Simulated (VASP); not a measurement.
# In: single point with r2SCAN

Crystal: In.

```
In
1.0
    -1.62974    1.62974    2.49290
     1.62974   -1.62974    2.49290
     1.62974    1.62974   -2.49290
In
1
Cartesian
  0.0000 0.0000 0.0000
```

```yaml
Program: VASP 6.6.1
Task: single point
Functional: r2SCAN
Potentials_or_basis: VASP PAW PBE potentials, release 64 (In_d)
Cutoff: 550 eV
k_mesh: 8 × 8 × 8
Occupations: gaussian, width 0.1 eV
Spin: no spin polarisation
Dipole_correction: no
Further_INCAR_settings: ALGO = Normal; EDIFF = 1e-06; NBANDS = 12
```

The pressure is -0.5 GPa. The band gap on the k mesh is zero (an odd number of electrons rules out a gap without spin polarisation).

Stress tensor (GPa, compression positive):
```
-2.03  0.00  0.00
 0.00 -2.03  0.00
 0.00  0.00  2.56
```

Levels at points of the mesh, in eV from the Fermi level:
| k point | band 2 | band 3 | band 4 | band 5 | band 6 | band 7 | band 8 | band 9 | band 10 | band 11 |
| --- | --- | --- | --- | --- | --- | --- | --- | --- | --- | --- |
| (0.00, 0.00, 0.00) | -15.22 | -15.22 | -15.15 | -15.03 | -9.99 | 11.00 | 11.00 | 11.22 | 12.14 | 14.33 |
| (0.50, 0.00, 0.00) | -15.30 | -15.21 | -14.95 | -14.91 | -4.50 | -3.57 | 7.77 | 9.61 | 11.75 | 11.84 |
| (0.50, 0.50, 0.00) | -15.39 | -14.95 | -14.93 | -14.84 | -2.16 | -1.60 | 3.56 | 4.13 | 7.46 | 7.47 |
| (0.50, 0.50, 0.50) | -15.39 | -14.93 | -14.90 | -14.90 | -3.07 | -2.92 | 4.97 | 4.97 | 8.37 | 8.81 |

Run time: 2.7 min on 1 thread of Intel Xeon 8259CL (shared host), peak memory 0.17 GiB.

Caveat: the PAW data sets were made with another functional, which shifts forces and pressure a little; spin-orbit coupling is left out, which moves the levels of the heavy elements.
